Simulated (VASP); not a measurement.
# NaGaF2 (P-3m1) in VASP: further runs, part 2 of 2

VASP 6.6.1. Earlier steps stand in the parts before.

**4. Relaxation of cell and atoms, PBE**

INCAR reads:

```
SYSTEM = NaGaF2
  ALGO = Normal
  EDIFF = 1E-6
  EDIFFG = -0.04
  ENCUT = 600
  GGA = PE
  IBRION = 2
  ISIF = 3
  ISMEAR = 0
  LASPH = .True.
  LCHARG = .False.
  LREAL = .False.
  LWAVE = .False.
  NELM = 80
  NSW = 90
  PREC = Accurate
  SIGMA = 0.1
```

KPOINTS reads:

```
k-points
0
Gamma
  6 6 4
  0 0 0
```

POSCAR reads:

```
NaGaF2
1.0
    3.3207317600      0.0000000000      0.0000000000
   -1.6603658800      2.8758380600      0.0000000000
    0.0000000000      0.0000000000      5.3337157900
Na Ga F
1 1 2
Direct
    0.0000000000      0.0000000000      0.0000000000
    0.0000000000      0.0000000000      0.5000000000
    0.3333333300      0.6666666700      0.6558220300
    0.6666666700      0.3333333300      0.3441779700
```

Potentials or basis: VASP PAW PBE potentials, release 64 (Na_pv, Ga_d, F).

Command:

```
$ cat potpaw_PBE.64/Na_pv/POTCAR potpaw_PBE.64/Ga_d/POTCAR potpaw_PBE.64/F/POTCAR > POTCAR
$ mpirun -np 1 vasp_std > vasp.out
```

OUTCAR:

```text
SYSTEM = NaGaF2
   EDIFF = 1E-6
   EDIFFG = -0.04
   ENCUT = 600
   GGA = PE
   IBRION = 2
   ISIF = 3
   ISMEAR = 0
   LASPH = .True.
   LREAL = .False.
   NELM = 80
   NSW = 90
   PREC = Accurate

 ion  position               nearest neighbor table
   1  0.000  0.000  0.000-   2 2.67   2 2.67
   2  0.000  0.000  0.500-   3 2.09   4 2.09   3 2.09   4 2.09   4 2.09   3 2.09   1 2.67   1 2.67

   3  0.333  0.667  0.656-   2 2.09   2 2.09   2 2.09
   4  0.667  0.333  0.344-   2 2.09   2 2.09   2 2.09

  LATTYP: Found a hexagonal cell.
 ALAT       =     3.3207317600
 C/A-ratio  =     1.6061868815

  Lattice vectors:

 A1 = (   3.3207317600,   0.0000000000,   0.0000000000)
 A2 = (  -1.6603658800,   2.8758380600,   0.0000000000)
 A3 = (   0.0000000000,   0.0000000000,   5.3337157900)

Analysis of symmetry for initial positions (statically):
[... 870 lines left out ...]

  energy  without entropy=      -14.7839628093  energy(sigma->0) =      -14.78396281

[... ionic steps 4 to 11 ...]

--------------------------------------- Ionic step       12  -------------------------------------------

 number of electron      33.9999992 magnetization

------------------------ aborting loop because EDIFF is reached ----------------------------------------
[... 71 lines left out ...]
--------------------------------------- Ionic step       14  -------------------------------------------

 number of electron      34.0000002 magnetization

 Free energy of the ion-electron system (eV)
  ---------------------------------------------------
  ext. energy  EPLUGINS =         0.00000000
  ---------------------------------------------------
  free energy    TOTEN  =       -15.98651633 eV

  energy without entropy =      -15.98651633  energy(sigma->0) =      -15.98651633

 E-fermi :   1.2292     XC(G=0):  -9.2931

 val. band max:        0.7286062602   @ k =   0.3333   0.3333   0.5000
 cond. band min:       2.9871391397   @ k =   0.5000   0.0000   0.0000
 fundamental gap:      2.2585328795
 Fermi energy:         1.2292421350

 k-point     1 :       0.0000    0.0000    0.0000
  band No.  band energies     occupation
      1     -21.1557      2.00000
      2     -20.7392      2.00000
      3     -20.6411      2.00000
      4     -20.6411      2.00000
      5     -20.1424      2.00000
      6     -12.7003      2.00000
[... 596 lines left out ...]
  FREE ENERGIE OF THE ION-ELECTRON SYSTEM (eV)
  ---------------------------------------------------
  free  energy   TOTEN  =       -15.9865163258 eV

  energy  without entropy=      -15.9865163258  energy(sigma->0) =      -15.98651633

 reached required accuracy - stopping structural energy minimisation
```

OSZICAR:

```text
N       E                     dE             d eps       ncg     rms          rms(c)
DAV:   1     0.396046316206E+03    0.39605E+03   -0.19675E+04  1044   0.276E+03
DAV:   2     0.329553599276E+02   -0.36309E+03   -0.34327E+03  1134   0.605E+02
DAV:   3    -0.123113886018E+02   -0.45267E+02   -0.44747E+02  1186   0.189E+02
DAV:   4    -0.138690416249E+02   -0.15577E+01   -0.15526E+01  1266   0.366E+01
[... 148 lines left out ...]
DAV:   3    -0.159873027190E+02    0.19780E-02   -0.51341E-03  1253   0.118E+00    0.162E-01
DAV:   4    -0.159865623571E+02    0.74036E-03   -0.75554E-04  1338   0.574E-01    0.378E-02
DAV:   5    -0.159865189228E+02    0.43434E-04   -0.21458E-04  1217   0.197E-01    0.827E-03
DAV:   6    -0.159865168702E+02    0.20526E-05   -0.14579E-05  1115   0.389E-02    0.550E-03
DAV:   7    -0.159865163258E+02    0.54439E-06   -0.15980E-06   557   0.177E-02
  14 F= -.15986516E+02 E0= -.15986516E+02  d E =-.439225E-02
```

CONTCAR:

```text
NaGaF2
   1.00000000000000
     3.3507689039795503    0.0000000000000000    0.0000000000000000
    -1.6753844519897751    2.9018509900216518   -0.0000000000000000
     0.0000000000000000    0.0000000000000000    6.2244285170979063
  Na              Ga              F
     1     1     2
Direct
     0.0000000000000000    0.0000000000000000    0.0000000000000000
     0.0000000000000000    0.0000000000000000    0.5000000000000000
     0.3333333300000021    0.6666666699999979    0.7824546265175772
     0.6666666699999979    0.3333333300000021    0.2175453734824225

  0.00000000E+00  0.00000000E+00  0.00000000E+00
  0.00000000E+00  0.00000000E+00  0.00000000E+00
  0.00000000E+00  0.00000000E+00  0.00000000E+00
  0.00000000E+00  0.00000000E+00  0.00000000E+00
```

Run time: 4.4 min. Hardware: 1 thread of Intel Xeon Platinum 8488C (Sapphire Rapids), shared host; peak memory 0.21 GiB.

Results:

* Free energy: -15.9865 eV
* Relaxed volume: 15.13 Å³/atom
* Relaxed cell: a = 3.351 Å, b = 3.351 Å, c = 6.224 Å, α = 90.00°, β = 90.00°, γ = 120.00°
* Space group after relaxing (to 0.05 Å): P-3m1 (No. 164)
* Energy gained by relaxing: 907.7 meV/atom
* Ionic steps: 14
* Pressure after relaxing: -0.1 GPa
* Largest force after relaxing: 0.026 eV/Å
* Band gap on the k mesh: 2.26 eV, indirect (least direct gap 2.55 eV)

Forces in eV/Å, atoms in the order of the input:
```
Na   0.000  0.000  0.000
Ga   0.000  0.000  0.000
F    0.000  0.000  0.026
F    0.000  0.000 -0.026
```

Step by step:
```tsv
step	energy change (eV)	largest force (eV/Å)	pressure (GPa)	volume (Å³)
1	0.0000	2.7336	33.36	50.94
2	-2.3980	1.4280	0.28	73.05
3	-2.4281	1.2194	-2.31	77.34
4	-2.4289	1.2602	-1.86	76.43
5	-2.6096	1.1846	-1.85	75.12
6	-3.0665	0.8272	-1.81	71.26
7	-3.3175	0.5284	-0.58	63.96
8	-3.3637	0.0570	-1.39	66.43
9	-3.5665	0.2376	-0.03	61.88
10	-3.5814	0.3997	0.55	60.27
11	-3.6235	0.1485	-0.51	61.38
12	-3.6263	0.0665	-0.89	61.76
13	-3.6300	0.0638	0.33	60.04
14	-3.6307	0.0262	-0.07	60.52
```

Final structure:
```
CELL_PARAMETERS angstrom
3.35077 0.00000 0.00000
-1.67538 2.90185 0.00000
0.00000 0.00000 6.22443
ATOMIC_POSITIONS crystal
Na 0.00000 0.00000 0.00000
Ga 0.00000 0.00000 0.50000
F 0.33333 0.66667 0.78245
F 0.66667 0.33333 0.21755
```

Levels at points of the mesh, in eV from the valence-band top:
```
           k point  band 14  band 15  band 16  band 17  band 18  band 19  band 20  band 21
(0.00, 0.00, 0.00)    -2.53    -2.43    -2.43    -1.91     3.83     6.54     9.56     9.56
(0.50, 0.00, 0.00)    -3.06    -2.81    -2.61    -0.29     2.26     6.20     7.50     9.28
(0.00, 0.00, 0.50)    -2.55    -2.42    -2.42    -1.05     2.84     8.79     9.53     9.53
(0.50, 0.00, 0.50)    -2.90    -2.74    -2.68    -0.44     2.26     6.18     7.51     8.71
```

Caveat: the volume moved by over 15 % at a fixed basis, so the end points are rough.

**5. Single point, PBE, collinear spin, ferromagnetic start**

INCAR reads:

```
PREC     = Accurate       # precision mode
ENCUT    = 520            # plane-wave cutoff, eV
EDIFF    = 1E-6           # SCF threshold, eV
ISMEAR   = 0              # smearing method
SIGMA    = 0.1            # smearing width, eV
LREAL    = F              # projectors in reciprocal space
LASPH    = T              # aspherical terms in the spheres
NELM     = 150            # most SCF steps
ALGO     = Normal         # electronic algorithm
ISIF     = 2              # what is computed and relaxed
LWAVE    = F              # write WAVECAR
LCHARG   = F              # write CHGCAR
ISPIN    = 2              # spin polarisation
MAGMOM   = 0 0 1 1        # initial moments
LORBIT   = 11             # projections on sites
GGA      = PE             # functional
NBANDS   = 29             # bands
```

KPOINTS reads:

```
regular mesh
0
Gamma
  6 6 4
```

POSCAR is that of step 4.

Command:

```
$ cat potpaw_PBE.64/Na_pv/POTCAR potpaw_PBE.64/Ga_d/POTCAR potpaw_PBE.64/F/POTCAR > POTCAR
$ mpirun -np 1 vasp_std > vasp.out
```

Run time: 60 s. Hardware: 1 thread of Intel Xeon Platinum 8488C (Sapphire Rapids), shared host; peak memory 0.23 GiB.

Results (log left out):

* Free energy: -12.3508 eV
* Pressure: 33.5 GPa
* Largest force: 2.731 eV/Å
* Net moment: 0.17 μB per cell
* Site moments: Na +0.01; Ga +0.07; F +0.03 μB
* Valence electrons inside the program's atomic spheres: Na 6.10; Ga 11.65; F 6.12

Forces in eV/Å, atoms in the order of the input:
```
Na   0.000  0.000  0.000
Ga   0.000  0.000  0.000
F    0.000  0.000  2.731
F    0.000  0.000 -2.731
```

Stress tensor (GPa, compression positive):
```
37.11  0.00  0.00
 0.00 37.11  0.00
 0.00  0.00 26.25
```

Levels at points of the mesh, in eV from the Fermi level:
Spin up:
| k point | band 14 | band 15 | band 16 | band 17 | band 18 | band 19 | band 20 | band 21 |
| --- | --- | --- | --- | --- | --- | --- | --- | --- |
| (0.00, 0.00, 0.00) | -7.52 | -7.52 | -7.25 | -4.47 | 0.61 | 1.40 | 7.10 | 7.10 |
| (0.50, 0.00, 0.00) | -7.44 | -7.14 | -6.95 | -0.18 | 1.60 | 3.17 | 3.36 | 6.63 |
| (0.00, 0.00, 0.50) | -7.53 | -7.52 | -7.52 | -3.37 | -1.28 | 3.32 | 7.00 | 7.00 |
| (0.50, 0.00, 0.50) | -7.33 | -7.13 | -6.96 | -0.16 | 1.56 | 2.74 | 3.70 | 6.46 |
Spin down:
| k point | band 14 | band 15 | band 16 | band 17 | band 18 | band 19 | band 20 | band 21 |
| --- | --- | --- | --- | --- | --- | --- | --- | --- |
| (0.00, 0.00, 0.00) | -7.47 | -7.47 | -7.22 | -4.37 | 0.73 | 1.51 | 7.19 | 7.19 |
| (0.50, 0.00, 0.00) | -7.39 | -7.10 | -6.90 | -0.07 | 1.71 | 3.31 | 3.46 | 6.72 |
| (0.00, 0.00, 0.50) | -7.48 | -7.47 | -7.47 | -3.27 | -1.17 | 3.45 | 7.09 | 7.09 |
| (0.50, 0.00, 0.50) | -7.28 | -7.09 | -6.91 | -0.05 | 1.67 | 2.86 | 3.80 | 6.59 |

Caveat: the k points lie up to 0.36 Å⁻¹ apart; forces of over 1 eV/Å act on the atoms, so gaps and moduli don't describe the material at rest.

**6. The runs side by side**

```tsv
task	spin	cell	cutoff (eV)	gap on the mesh (eV)	pressure (GPa)	largest force (eV/Å)
single point	off	a = 3.321, b = 3.321, c = 5.334 Å, angles 90.0, 90.0, 120.0°, 4 atoms	520	none	33.5	2.74
single point	off	a = 3.346, b = 3.346, c = 6.259 Å, angles 90.0, 90.0, 120.0°, 4 atoms	520	2.23	0.0	-
relaxation of cell and atoms	off	relaxed from a = 3.321, b = 3.321, c = 5.334 Å, angles 90.0, 90.0, 120.0°, 4 atoms	600	2.26	-0.1	0.03
single point	collinear, ferromagnetic start	a = 3.321, b = 3.321, c = 5.334 Å, angles 90.0, 90.0, 120.0°, 4 atoms	520	none	33.5	2.73
```

Alike in all rows: level PBE; potentials or basis VASP PAW PBE potentials, release 64 (Na_pv, Ga_d, F); k mesh 6 × 6 × 4; smearing gaussian 0.1 eV.

Caveats: some runs use coarse meshes; forces of over 1 eV/Å act on the atoms, so gaps and moduli don't describe the material at rest (some runs); the volume moved by over 15 % at a fixed basis, so the end points are rough (some runs).

Absolute energies hang on the potentials; compare differences alone.
